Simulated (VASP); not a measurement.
# TiAl (P4mm) in VASP: further runs

TiAl is run at these levels: PBEsol; tasks: single point.

Program: VASP 6.6.1. These are calculated values, not measurements. Logs are shortened: lines on timing, memory, paths and dates and some standing lists are left out, and cuts for length are marked.

### 1 The cell of the first run

Symmetry: P4mm, No. 99, tetragonal system. Conventional cell: a = 3.156 Å, b = 3.156 Å, c = 9.969 Å, α = 90.00°, β = 90.00°, γ = 90.00°. Ti (site symmetry 4mm) has 8 Al at 2.73 Å and 6 Ti at 3.16 to 3.66 Å within 3.7 Å. Ti (site symmetry 4mm) has 8 Al at 2.73 Å and 6 Ti at 3.16 Å within 3.6 Å. Ti (site symmetry 4mm) has 8 Al at 2.73 to 3.05 Å and 6 Ti at 3.16 to 3.66 Å within 3.7 Å. Within 3.7 Å of Al (site symmetry 4mm) lie 8 Ti at 2.73 to 3.05 Å and 6 Al at 3.16 to 3.66 Å. Within 3.6 Å of Al (site symmetry 4mm) lie 8 Ti at 2.73 Å and 6 Al at 3.16 Å. Al (site symmetry 4mm) has 8 Ti at 2.73 Å and 6 Al at 3.16 to 3.66 Å within 3.7 Å.

### 2 Single point, PBEsol (the distance across one plane changed)

Contents of INCAR:

```
ALGO     = Fast           # electronic algorithm
EDIFF    = 1E-6           # SCF threshold, eV
ENCUT    = 520            # plane-wave cutoff, eV
GGA      = PS             # functional
ISIF     = 2              # what is computed and relaxed
ISMEAR   = 0              # smearing method
LASPH    = True           # aspherical terms in the spheres
LCHARG   = True           # write CHGCAR
LELF     = True           # ELF
LREAL    = False          # projectors in reciprocal space
LVHAR    = True         
LWAVE    = False          # write WAVECAR
NBANDS   = 32             # bands
NELM     = 100            # most SCF steps
PREC     = Accurate       # precision mode
SIGMA    = 0.15           # smearing width, eV
```

Contents of KPOINTS:

```
k-points
0
Gamma
  19 19 7
```

Contents of POSCAR:

```
TiAl
1.0
    0.0000000000     -3.1564740775      0.0000000000
    0.0000000000      0.0000000000     -3.1564740775
    9.9694222324      0.0000000000      0.0000000000
Ti Al
3 3
Direct
    0.0000000000      0.0000000000      0.2374458298
    0.0000000000      0.0000000000      0.5540613772
    0.0000000000      0.0000000000      0.8706769246
    0.5000000000      0.5000000000      0.0791380561
    0.5000000000      0.5000000000      0.3957536035
    0.5000000000      0.5000000000      0.7123691509
```

Potentials or basis: VASP PAW PBE potentials, release 64 (Ti_sv, Al).

The run is started by

```console
cat potpaw_PBE.64/Ti_sv/POTCAR potpaw_PBE.64/Al/POTCAR > POTCAR
mpirun -np 1 vasp_std > vasp.out
```

OUTCAR:

```text
EDIFF = 1E-6
   ENCUT = 520
   GGA = PS
   ISIF = 2
   ISMEAR = 0
   LASPH = True
   LREAL = False
   NELM = 100
   PREC = Accurate

 ion  position               nearest neighbor table
   1  0.000  0.000  0.237-   5 2.73   5 2.73   5 2.73   5 2.73   4 2.73   4 2.73   4 2.73   4 2.73

   2  0.000  0.000  0.554-   5 2.73   6 2.73   5 2.73   6 2.73   5 2.73   6 2.73   5 2.73   6 2.73

   3  0.000  0.000  0.871-   6 2.73   6 2.73   6 2.73   6 2.73   4 3.05   4 3.05   4 3.05   4 3.05

   4  0.500  0.500  0.079-   1 2.73   1 2.73   1 2.73   1 2.73   3 3.05   3 3.05   3 3.05   3 3.05
                             5 3.16
   5  0.500  0.500  0.396-   1 2.73   1 2.73   1 2.73   1 2.73   2 2.73   2 2.73   2 2.73   2 2.73
                             4 3.16   6 3.16
   6  0.500  0.500  0.712-   3 2.73   3 2.73   3 2.73   3 2.73   2 2.73   2 2.73   2 2.73   2 2.73
                             5 3.16

  LATTYP: Found a simple tetragonal cell.
 ALAT       =     3.1564740775
 C/A-ratio  =     3.1584045956

  Lattice vectors:

 A1 = (   0.0000000000,  -3.1564740775,   0.0000000000)
 A2 = (   0.0000000000,   0.0000000000,  -3.1564740775)
 A3 = (   9.9694222324,   0.0000000000,   0.0000000000)

Analysis of symmetry for initial positions (statically):
=====================================================================
 Subroutine PRICEL returns:
 Original cell was already a primitive cell.

 Routine SETGRP: Setting up the symmetry group for a
 simple tetragonal supercell.

 Subroutine GETGRP returns: Found  8 space group operations
 (whereof  8 operations were pure point group operations)
 out of a pool of 16 trial point group operations.

The static configuration has the point symmetry C_4v.

Analysis of symmetry for dynamics (positions and initial velocities):
=====================================================================
 Subroutine PRICEL returns:
 Original cell was already a primitive cell.

 Routine SETGRP: Setting up the symmetry group for a
 simple tetragonal supercell.

 Subroutine GETGRP returns: Found  8 space group operations
 (whereof  8 operations were pure point group operations)
 out of a pool of 16 trial point group operations.

The dynamic configuration has the point symmetry C_4v.

 Subroutine INISYM returns: Found  8 space group operations
 (whereof  8 operations are pure point group operations),
 and found     1 'primitive' translations

[... 100 lines left out ...]
   ENCUT  =  520.0 eV  38.22 Ry    6.18 a.u.   5.87  5.87 18.54*2*pi/ulx,y,z
   NELM   =    100;   NELMIN=  2; NELMDL= -5     # of ELM steps
   EDIFF  = 0.1E-05   stopping-criterion for ELM
   LREAL  =      F    real-space projection
   EDIFFG = 0.1E-04   stopping-criterion for IOM
   NSW    =      0    number of steps for IOM
   IBRION =     -1    ionic relax: 0-MD 1-quasi-New 2-CG
   NFREE  =      0    steps in history (QN), initial steepest desc. (CG)
   ISIF   =      2    stress and relaxation
   ISYM   =      2    0-nonsym 1-usesym 2-fastsym
   POTIM  = 0.5000    time-step for ionic-motion
   TEBEG  =    0.0;   TEEND  =   0.0 temperature during run
   PSTRESS=    0.0 pullay stress
   NELECT =      45.0000    total number of electrons
   NUPDOWN=      -1.0000    fix difference up-down
   EMIN   =  10.00;   EMAX   =-10.00  energy-range for DOS
   EFERMI =   0.00;   METHOD = LEGACY
   ISMEAR =     0;   SIGMA  =   0.15  broadening in eV -4-tet -1-fermi 0-gaus
   EFERMI_NEDOS =   21; number of points for ismear=-14 and -15
   IALGO  =     68    algorithm
   IMIX   =      4    mixing-type and parameters
     AMIX     =   0.40;   BMIX     =  1.00
     AMIX_MAG =   1.60;   BMIX_MAG =  1.00
  volume/ion in A,a.u.               =      16.55       111.72
  Fermi-wavevector in a.u.,A,eV,Ry     =   1.257344  2.376036 21.509647  1.580914
  Thomas-Fermi vector in A             =   2.391008
   LORBIT       =      0    0 simple, 1 ext, 2 COOP (PROOUT), +10 PAW based schemes
   GGA     = PS    functional components
   LHFCALC =     F    Hartree Fock is set to
   AEXX    =    0.0000 exact exchange contribution
   IVDW    =     0    specifies the selected vdW correction
   LEPSILON=     F    determine dielectric tensor
   LRPA    =     F    only Hartree local field effects (RPA)
 non-spin polarized calculation
 RMM-DIIS sequential band-by-band and
 Gauss-broadening in eV      SIGMA  =   0.15
  energy-cutoff  :      520.00
  volume of cell :       99.33
 maximum number of plane-waves:      2720
 NGX is ok and might be reduce to    24
   NGX = 11   NGY = 11   NGZ = 37

 number of electron      44.9999983 magnetization

 Free energy of the ion-electron system (eV)
  ---------------------------------------------------
  ext. energy  EPLUGINS =         0.00000000
  ---------------------------------------------------
  free energy    TOTEN  =       -38.63265101 eV

  energy without entropy =      -38.55330922  energy(sigma->0) =      -38.59298012

 E-fermi :   8.3100     XC(G=0): -11.0455

 val. band max:        8.3070635876   @ k =   0.2632   0.0526   0.2857
 cond. band min:       8.3105008215   @ k =   0.2632   0.1579   0.2857
 fundamental gap:      0.0034372339
 Fermi energy:         8.3100153724

 k-point     1 :       0.0000    0.0000    0.0000
  band No.  band energies     occupation
      1     -48.4964      2.00000
      2     -48.2961      2.00000
      3     -48.2786      2.00000
      4     -24.9104      2.00000
      5     -24.7571      2.00000
      6     -24.7571      2.00000
[... 829 lines left out ...]
     31      10.9300      0.00000
     32      11.1901      0.00000

 [... further k-points ...]
[... 5 lines left out ...]
  --------------------------------------------------------------------------------------
  -------------------------------------------------------------------------------------
  Total       -1.2862885     -2.9194748     -2.9194748      0.0000000      0.0000000      0.0000000
  in kB      -20.7479176    -47.0913199    -47.0913199      0.0000000      0.0000000      0.0000000
  external PRESSURE =     -38.3101858 kB  Pullay stress =       0.0000000 kB

 VOLUME and BASIS-vectors are now :
 -----------------------------------------------------------------------------
  energy-cutoff  :      520.00
  volume of cell :       99.33
      direct lattice vectors                 reciprocal lattice vectors
     0.000000000 -3.156474077  0.000000000     0.000000000 -0.316809191  0.000000000
     0.000000000  0.000000000 -3.156474077     0.000000000  0.000000000 -0.316809191
     9.969422232  0.000000000  0.000000000     0.100306716  0.000000000  0.000000000

 POSITION                                       TOTAL-FORCE (eV/Angst)
 -----------------------------------------------------------------------------------
      2.36720      0.00000      0.00000        -0.096782      0.000000     -0.000000
      5.52367      0.00000      0.00000        -0.053263      0.000000     -0.000000
      8.68015      0.00000      0.00000         1.147434      0.000000      0.000000
      0.78896     -1.57824     -1.57824        -1.073265      0.000000     -0.000000
      3.94543     -1.57824     -1.57824         0.044945      0.000000     -0.000000
      7.10191     -1.57824     -1.57824         0.030931      0.000000      0.000000
 -----------------------------------------------------------------------------------
    total drift:                                0.001402      0.000000     -0.000000

  FREE ENERGIE OF THE ION-ELECTRON SYSTEM (eV)
  ---------------------------------------------------
  free  energy   TOTEN  =       -38.6326510097 eV

  energy  without entropy=      -38.5533092220  energy(sigma->0) =      -38.59298012
```

OSZICAR:

```text
N       E                     dE             d eps       ncg     rms          rms(c)
DAV:   1     0.499152725282E+03    0.49915E+03   -0.21382E+04 14080   0.151E+03
DAV:   2     0.151826487075E+02   -0.48397E+03   -0.47168E+03 14152   0.475E+02
DAV:   3    -0.375594203947E+02   -0.52742E+02   -0.50934E+02 24024   0.134E+02
[... 32 lines left out ...]
RMM:  36    -0.386326469951E+02   -0.19875E-05   -0.26816E-05 17934   0.150E-02    0.760E-03
RMM:  37    -0.386326484416E+02   -0.14465E-05   -0.18915E-05 17372   0.135E-02    0.727E-03
RMM:  38    -0.386326494619E+02   -0.10203E-05   -0.17698E-05 19001   0.132E-02    0.547E-03
RMM:  39    -0.386326501141E+02   -0.65219E-06   -0.13318E-05 19007   0.129E-02    0.307E-03
RMM:  40    -0.386326510097E+02   -0.89557E-06   -0.95803E-06 14796   0.990E-03
   1 F= -.38632651E+02 E0= -.38592980E+02  d E =-.793418E-01
```

It took 44 min on 1 thread of Oxide Virtual Turin-like, shared host; peak memory 0.58 GiB.

Results:

```yaml
Free_energy: -38.6327 eV
Pressure: -3.8 GPa
Largest_force: 1.147 eV/Å
Band_gap_on_the_k_mesh: zero (an odd number of electrons rules out a gap without spin polarisation)
```

Forces on the atoms (eV/Å):
```
Ti  -0.097  0.000  0.000
Ti  -0.053  0.000  0.000
Ti   1.147  0.000  0.000
Al  -1.073  0.000  0.000
Al   0.045  0.000  0.000
Al   0.031  0.000  0.000
```

Caveat: the cell differs from its parent crystal (the distance across one plane changed); the cell stands under tension; the PAW data sets were made with another functional, which shifts forces and pressure a little.

### 3 Single point, PBEsol (the distance across one plane changed)

Contents of INCAR:

```
SYSTEM = TiAl
  PREC = Accurate
  ENCUT = 520
  EDIFF = 1E-6
  ISMEAR = 0
  SIGMA = 0.15
  LREAL = .False.
  LASPH = .True.
  NELM = 100
  ALGO = Fast
  ISIF = 2
  LWAVE = .False.
  LCHARG = .False.
  GGA = PS
  NBANDS = 32
```

Contents of KPOINTS:

```
Automatic mesh
0
Gamma
  19 19 7
  0 0 0
```

Contents of POSCAR:

```
TiAl
1.0
    0.0000000000     -3.1564740775      0.0000000000
    0.0000000000      0.0000000000     -3.1564740775
   10.2194222324      0.0000000000      0.0000000000
Ti Al
3 3
Direct
    0.0000000000      0.0000000000      0.2316371396
    0.0000000000      0.0000000000      0.5405072504
    0.0000000000      0.0000000000      0.8493773613
    0.5000000000      0.5000000000      0.0772020842
    0.5000000000      0.5000000000      0.3860721950
    0.5000000000      0.5000000000      0.6949423058
```

Potentials or basis: VASP PAW PBE potentials, release 64 (Ti_sv, Al).

The run is started by

```console
cat potpaw_PBE.64/Ti_sv/POTCAR potpaw_PBE.64/Al/POTCAR > POTCAR
mpirun -np 1 vasp_std > vasp.out
```

Wall time 56 min (1 thread of Oxide Virtual Turin-like, shared host); peak memory 0.59 GiB.

It converged, with:

```yaml
Free_energy: -38.3559 eV
Pressure: -4.6 GPa
Largest_force: 1.282 eV/Å
Band_gap_on_the_k_mesh: zero (an odd number of electrons rules out a gap without spin polarisation)
```

Forces in eV/Å, atoms in the order of the input:
```
Ti  -0.132  0.000  0.000
Ti  -0.068  0.000  0.000
Ti   1.282  0.000  0.000
Al  -1.228  0.000  0.000
Al   0.069  0.000  0.000
Al   0.078  0.000  0.000
```

Stress tensor (GPa, compression positive):
```
-2.38  0.00  0.00
 0.00 -5.76  0.00
 0.00  0.00 -5.76
```

Levels at points of the mesh, in eV from the Fermi level:
| k point | band 19 | band 20 | band 21 | band 22 | band 23 | band 24 | band 25 | band 26 |
| --- | --- | --- | --- | --- | --- | --- | --- | --- |
| (0.00, 0.00, 0.00) | -1.32 | -0.85 | -0.63 | 0.41 | 0.41 | 0.82 | 0.82 | 1.11 |

Caveat: the cell differs from its parent crystal (the distance across one plane changed); the cell stands under tension; the PAW data sets were made with another functional, which shifts forces and pressure a little.
